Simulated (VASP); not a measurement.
# ZnWO4 (P2/c) in VASP: single point with LDA

Aim: the single point of ZnWO4 with LDA.

Everything below comes from runs of VASP 6.6.1. Logs are shortened: lines on timing, memory, paths and dates and some standing lists are left out, and cuts for length are marked.

**1. The cell of the first run**

The structure is monoclinic, space group P2/c (No. 13). Conventional cell: a = 4.606 Å, b = 5.642 Å, c = 4.867 Å, α = 90.00°, β = 90.37°, γ = 90.00°. Zn (site symmetry 2) has 6 O at 2.00 to 2.15 Å within 2.7 Å. W (site symmetry 2) has 6 O at 1.79 to 2.11 Å within 2.4 Å. O (site symmetry 1) has 2 W at 1.90 to 2.11 Å and 1 Zn at 2.00 Å and 1 O at 2.44 Å within 2.5 Å. Within 2.4 Å of O (site symmetry 1) lie 1 W at 1.79 Å and 2 Zn at 2.03 to 2.15 Å.

**2. Single point, LDA**

INCAR reads:

```
  ALGO = Normal
  EDIFF = 1E-6
  ENCUT = 600
  GGA_COMPAT = F
  ISIF = 2
  ISMEAR = 0
  LASPH = T
  LCHARG = F
  LREAL = F
  LWAVE = F
  NBANDS = 62
  NELM = 120
  PREC = Accurate
  SIGMA = 0.01
```

KPOINTS reads:

```
k-points
0
Gamma
  6 4 6
```

POSCAR reads:

```
ZnWO4
1.0
    4.6062232162      0.0000000000      0.0095893729
    0.0000000000      5.6419558831      0.0000000000
   -0.0418873805      0.0000000000      4.8671349666
Zn W O
2 2 8
Direct
    0.5000000000      0.6756078586      0.2500000000
    0.5000000000      0.3243921414      0.7500000000
    0.0000000000      0.1817633856      0.2500000000
    0.0000000000      0.8182366144      0.7500000000
    0.2186178544      0.1060237967      0.9329108282
    0.7813821456      0.1060237967      0.5670891718
    0.7813821456      0.8939762033      0.0670891718
    0.2186178544      0.8939762033      0.4329108282
    0.2589958473      0.3780816408      0.4038710144
    0.7410041527      0.3780816408      0.0961289856
    0.7410041527      0.6219183592      0.5961289856
    0.2589958473      0.6219183592      0.9038710144
```

Potentials or basis: VASP PAW LDA potentials, release 64 (Zn, W_sv, O).

Launch:

```console
> cat potpaw_LDA.64/Zn/POTCAR potpaw_LDA.64/W_sv/POTCAR potpaw_LDA.64/O/POTCAR > POTCAR
> mpirun -np 1 vasp_std > vasp.out
```

OUTCAR:

```text
EDIFF = 1E-6
   ENCUT = 600
   ISIF = 2
   ISMEAR = 0
   LASPH = T
   LREAL = F
   NELM = 120
   PREC = Accurate

 ion  position               nearest neighbor table
   1  0.500  0.676  0.250-   7 2.00   8 2.00  11 2.03  12 2.03   9 2.15  10 2.15
   2  0.500  0.324  0.750-   5 2.00   6 2.00   9 2.03  10 2.03  11 2.15  12 2.15
   3  0.000  0.182  0.250-   9 1.79  10 1.79   5 1.90   6 1.90   7 2.11   8 2.11   4 3.18   4 3.18

   4  0.000  0.818  0.750-  11 1.79  12 1.79   7 1.90   8 1.90   5 2.11   6 2.11   3 3.18   3 3.18

   5  0.219  0.106  0.933-   3 1.90   2 2.00   4 2.11
   6  0.781  0.106  0.567-   3 1.90   2 2.00   4 2.11
   7  0.781  0.894  0.067-   4 1.90   1 2.00   3 2.11
   8  0.219  0.894  0.433-   4 1.90   1 2.00   3 2.11
   9  0.259  0.378  0.404-   3 1.79   2 2.03   1 2.15
  10  0.741  0.378  0.096-   3 1.79   2 2.03   1 2.15
  11  0.741  0.622  0.596-   4 1.79   1 2.03   2 2.15
  12  0.259  0.622  0.904-   4 1.79   1 2.03   2 2.15

  LATTYP: Found a simple monoclinic cell.
 ALAT       =     4.6062331979
 B/A-ratio  =     1.2248524208
 C/A-ratio  =     1.0566801547
 COS(beta)  =    -0.0065240823

  Lattice vectors:

 A1 = (   4.6062232162,   0.0000000000,   0.0095893729)
 A2 = (   0.0000000000,   5.6419558831,   0.0000000000)
 A3 = (  -0.0418873805,   0.0000000000,   4.8671349666)

Analysis of symmetry for initial positions (statically):
=====================================================================
 Subroutine PRICEL returns:
 Original cell was already a primitive cell.

 Routine SETGRP: Setting up the symmetry group for a
 simple monoclinic supercell.

 Subroutine GETGRP returns: Found  4 space group operations
 (whereof  2 operations were pure point group operations)
 out of a pool of  4 trial point group operations.

The static configuration has the point symmetry S_2 .
 The point group associated with its full space group is C_2h.

Analysis of symmetry for dynamics (positions and initial velocities):
=====================================================================
 Subroutine PRICEL returns:
 Original cell was already a primitive cell.

 Routine SETGRP: Setting up the symmetry group for a
 simple monoclinic supercell.

 Subroutine GETGRP returns: Found  4 space group operations
 (whereof  2 operations were pure point group operations)
 out of a pool of  4 trial point group operations.

The dynamic configuration has the point symmetry S_2 .
 The point group associated with its full space group is C_2h.

 Subroutine INISYM returns: Found  4 space group operations
[... 125 lines left out ...]
   POTIM  = 0.5000    time-step for ionic-motion
   TEBEG  =    0.0;   TEEND  =   0.0 temperature during run
   PSTRESS=    0.0 pullay stress
   NELECT =     100.0000    total number of electrons
   NUPDOWN=      -1.0000    fix difference up-down
   EMIN   =  10.00;   EMAX   =-10.00  energy-range for DOS
   EFERMI =   0.00;   METHOD = LEGACY
   ISMEAR =     0;   SIGMA  =   0.01  broadening in eV -4-tet -1-fermi 0-gaus
   EFERMI_NEDOS =   21; number of points for ismear=-14 and -15
   IALGO  =     38    algorithm
   IMIX   =      4    mixing-type and parameters
     AMIX     =   0.40;   BMIX     =  1.00
     AMIX_MAG =   1.60;   BMIX_MAG =  1.00
  volume/ion in A,a.u.               =      10.54        71.13
  Fermi-wavevector in a.u.,A,eV,Ry     =   1.513757  2.860586 31.177217  2.291461
  Thomas-Fermi vector in A             =   2.623506
   LORBIT       =      0    0 simple, 1 ext, 2 COOP (PROOUT), +10 PAW based schemes
   GGA     = CA    functional components
   LHFCALC =     F    Hartree Fock is set to
   AEXX    =    0.0000 exact exchange contribution
   IVDW    =     0    specifies the selected vdW correction
   LEPSILON=     F    determine dielectric tensor
   LRPA    =     F    only Hartree local field effects (RPA)
 non-spin polarized calculation
 Gauss-broadening in eV      SIGMA  =   0.01
  energy-cutoff  :      600.00
  volume of cell :      126.49
 maximum number of plane-waves:      4250
 NGX is ok and might be reduce to    40
   NGX = 19   NGY = 23   NGZ = 19

 number of electron     100.0000007 magnetization

 Free energy of the ion-electron system (eV)
  ---------------------------------------------------
  ext. energy  EPLUGINS =         0.00000000
  ---------------------------------------------------
  free energy    TOTEN  =      -101.30164996 eV

  energy without entropy =     -101.30164996  energy(sigma->0) =     -101.30164996

 E-fermi :   3.1473     XC(G=0): -12.1845

 val. band max:        3.0639363836   @ k =  -0.0000   0.2500   0.3333
 cond. band min:       5.8870130441   @ k =   0.0000   0.5000   0.0000
 fundamental gap:      2.8230766604
 Fermi energy:         3.1472965536

 k-point     1 :       0.0000    0.0000    0.0000
  band No.  band energies     occupation
      1     -70.7281      2.00000
      2     -70.7181      2.00000
      3     -35.4293      2.00000
      4     -35.3813      2.00000
      5     -35.3469      2.00000
      6     -35.2770      2.00000
[... 1549 lines left out ...]
     61      12.0127      0.00000
     62      12.6540      0.00000

 [... further k-points ...]
[... 5 lines left out ...]
  --------------------------------------------------------------------------------------
  -------------------------------------------------------------------------------------
  Total        2.3398366      1.8559349      2.3324001      0.0000000      0.0000000      0.1322366
  in kB       29.6374118     23.5080981     29.5432178      0.0000000      0.0000000      1.6749672
  external PRESSURE =      27.5629092 kB  Pullay stress =       0.0000000 kB

 VOLUME and BASIS-vectors are now :
 -----------------------------------------------------------------------------
  energy-cutoff  :      600.00
  volume of cell :      126.49
      direct lattice vectors                 reciprocal lattice vectors
     4.606223216  0.000000000  0.009589373     0.217093709  0.000000000  0.001868345
     0.000000000  5.641955883  0.000000000     0.000000000  0.177243499  0.000000000
    -0.041887381  0.000000000  4.867134967    -0.000427724  0.000000000  0.205456000

 POSITION                                       TOTAL-FORCE (eV/Angst)
 -----------------------------------------------------------------------------------
      2.29264      3.81175      1.22158        -0.000000     -0.012411     -0.000000
      2.27170      1.83021      3.65515        -0.000000      0.012411     -0.000000
     -0.01047      1.02550      1.21678        -0.000000     -0.343509     -0.000000
     -0.03142      4.61645      3.65035        -0.000000      0.343509     -0.000000
      0.96793      0.59818      4.54270         0.167299     -0.010406     -0.181223
      3.57547      0.59818      2.76759        -0.167299     -0.010406      0.181223
      3.59641      5.04377      0.33403        -0.167299      0.010406      0.181223
      0.98887      5.04377      2.10913         0.167299      0.010406     -0.181223
      1.17608      2.13312      1.96818         0.270224      0.276636      0.165938
      3.40920      2.13312      0.47498        -0.270224      0.276636     -0.165938
      3.38826      3.50884      2.90855        -0.270224     -0.276636     -0.165938
      1.15513      3.50884      4.40175         0.270224     -0.276636      0.165938
 -----------------------------------------------------------------------------------
    total drift:                               -0.000000      0.000000     -0.000000

  FREE ENERGIE OF THE ION-ELECTRON SYSTEM (eV)
  ---------------------------------------------------
  free  energy   TOTEN  =      -101.3016499624 eV

  energy  without entropy=     -101.3016499624  energy(sigma->0) =     -101.30164996
```

OSZICAR:

```text
N       E                     dE             d eps       ncg     rms          rms(c)
DAV:   1     0.144520586321E+04    0.14452E+04   -0.55939E+04  7504   0.224E+03
DAV:   2     0.922673807590E+02   -0.13529E+04   -0.12873E+04  7824   0.636E+02
DAV:   3    -0.110152621663E+03   -0.20242E+03   -0.19643E+03  7968   0.227E+02
DAV:   4    -0.120712381957E+03   -0.10560E+02   -0.10452E+02  8744   0.549E+01
DAV:   5    -0.120891277264E+03   -0.17890E+00   -0.17835E+00  9050   0.752E+00    0.723E+01
DAV:   6    -0.102334539323E+03    0.18557E+02   -0.81463E+01 10312   0.744E+01    0.182E+01
DAV:   7    -0.101844099661E+03    0.49044E+00   -0.15477E+01  9122   0.240E+01    0.194E+01
DAV:   8    -0.101315129706E+03    0.52897E+00   -0.15535E+00  9842   0.153E+01    0.409E+00
DAV:   9    -0.101302596944E+03    0.12533E-01   -0.28641E-01 10414   0.861E+00    0.105E+00
DAV:  10    -0.101301652445E+03    0.94450E-03   -0.35513E-02  8444   0.124E+00    0.583E-01
DAV:  11    -0.101301810116E+03   -0.15767E-03   -0.78965E-03  8676   0.479E-01    0.252E-01
DAV:  12    -0.101301671436E+03    0.13868E-03   -0.11848E-03 10508   0.260E-01    0.931E-02
DAV:  13    -0.101301652177E+03    0.19259E-04   -0.33611E-04  9560   0.143E-01    0.383E-02
DAV:  14    -0.101301651492E+03    0.68528E-06   -0.43484E-05  8200   0.397E-02    0.134E-02
DAV:  15    -0.101301650402E+03    0.10900E-05   -0.18176E-05  8012   0.237E-02    0.523E-03
DAV:  16    -0.101301649962E+03    0.43920E-06   -0.30411E-06  6728   0.106E-02
   1 F= -.10130165E+03 E0= -.10130165E+03  d E =-.103838E-33
```

stdout:

```text
POSCAR found type information on POSCAR ZnW O
 POSCAR found :  3 types and      12 ions
 scaLAPACK will be used
 LDA part: xc-table for (Slater(with rela. corr.)+CA(PZ))
 , standard interpolation
 POSCAR, INCAR and KPOINTS ok, starting setup
 FFT: planning ... GRIDC
 FFT: planning ... GRID_SOFT
 FFT: planning ... GRID
 WAVECAR not read
 entering main loop
```

Wall time 10 min (1 thread of Intel Xeon 6975P-C, shared host); peak memory 0.54 GiB.

What came out:

| Property | Result |
| --- | --- |
| Free energy | -101.3016 eV |
| Pressure | 2.8 GPa |
| Largest force | 0.421 eV/Å |
| Band gap on the k mesh | 2.82 eV, indirect (least direct gap 2.86 eV) |

Forces in eV/Å, atoms in the order of the input:
```
Zn   0.000 -0.012  0.000
Zn   0.000  0.012  0.000
W    0.000 -0.344  0.000
W    0.000  0.344  0.000
O    0.167 -0.010 -0.181
O   -0.167 -0.010  0.181
O   -0.167  0.010  0.181
O    0.167  0.010 -0.181
O    0.270  0.277  0.166
O   -0.270  0.277 -0.166
O   -0.270 -0.277 -0.166
O    0.270 -0.277  0.166
```

Caveat: spin-orbit coupling is left out, which moves the levels of the heavy elements. A hybrid or GW would open this gap; LDA tends to underestimate it.
